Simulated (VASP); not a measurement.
The system is LaO4.

```
CELL_PARAMETERS angstrom
2.20940 1.27560 4.86029
-2.20940 1.27560 4.86029
0.00000 -2.55119 4.86029
ATOMIC_POSITIONS crystal
La 0.00000 0.00000 0.00000
O 0.00000 0.00000 0.50000
O 0.50000 0.00000 0.00000
O 0.00000 0.50000 0.00000
O 0.50000 0.50000 0.50000
```

The cell was generated, and may not be a known phase.

- Program: VASP 6.6.1
- Task: relaxation of cell and atoms
- Functional: PBE
- Potentials or basis: VASP PAW PBE potentials, release 64 (La, O)
- Cutoff: 600 eV
- k mesh: 6 × 6 × 6
- Occupations: gaussian, width 0.1 eV
- Spin: no spin polarisation

At the start: pressure -13.1 GPa; volume 16.44 Å³/atom.

**Question.** Where does the relaxation end?

**Answer.** Over 9 steps the energy falls by 597.6 meV/atom and the volume is 14.68 Å³/atom (-10.7 %); space group R-3m (No. 166, to 0.1 Å) before and after.

The path:
| step | energy change (eV) | largest force (eV/Å) | pressure (GPa) | volume (Å³) |
| --- | --- | --- | --- | --- |
| 1 | 0.0000 | 0.0000 | -13.05 | 82.19 |
| 2 | -2.5619 | 0.0000 | 16.75 | 65.68 |
| 3 | -2.9015 | 0.0000 | 5.25 | 68.92 |
| 4 | -2.9027 | 0.0000 | 3.98 | 69.35 |
| 5 | -2.9813 | 0.0000 | 0.23 | 72.67 |
| 6 | -2.9854 | 0.0000 | -0.86 | 73.82 |
| 7 | -2.9855 | 0.0000 | -0.78 | 73.71 |
| 8 | -2.9867 | 0.0000 | 0.63 | 73.19 |
| 9 | -2.9882 | 0.0000 | 0.03 | 73.41 |

Final structure:
```cif
data_structure
_symmetry_space_group_name_H-M 'P 1'
_symmetry_Int_Tables_number 1
_cell_length_a 4.7809
_cell_length_b 4.7809
_cell_length_c 4.7809
_cell_angle_alpha 57.821
_cell_angle_beta 57.821
_cell_angle_gamma 57.821
_cell_volume 73.41
loop_
_atom_site_label
_atom_site_type_symbol
_atom_site_fract_x
_atom_site_fract_y
_atom_site_fract_z
_atom_site_occupancy
La1 La 0.00000 0.00000 0.00000 1
O1 O 0.00000 0.00000 0.50000 1
O2 O 0.50000 0.00000 0.00000 1
O3 O 0.00000 0.50000 0.00000 1
O4 O 0.50000 0.50000 0.50000 1
```

Caveat: an odd number of electrons without spin polarisation forces a metal; a magnetic or distorted state may lie lower.
